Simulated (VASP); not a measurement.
Input of a VASP 6.6.1 run:

Contents of INCAR:

```
SYSTEM = Au
ALGO = Normal
EDIFF = 1E-7
ENCUT = 520
GGA = PE
ISIF = 2
ISMEAR = -1
LASPH = .TRUE.
LCHARG = .FALSE.
LREAL = .FALSE.
LWAVE = .FALSE.
NBANDS = 12
NELM = 80
PREC = Accurate
SIGMA = 0.05
```

The input KPOINTS:

```
k-points
0
G
  11 11 11
  0 0 0
```

File POSCAR:

```
Au
1.0
   -1.6790776720      1.6790776720      1.6790776720
    1.6790776720     -1.6790776720      1.6790776720
    1.6790776720      1.6790776720     -1.6790776720
Au
1
Direct
    0.0000000000      0.0000000000      0.0000000000
```

Potentials or basis: VASP PAW PBE potentials, release 64 (Au).

Command:

```console
$ cat potpaw_PBE.64/Au/POTCAR > POTCAR
$ mpirun -np 1 vasp_std > vasp.out
```

Estimate the pressure.

-5.6 GPa.
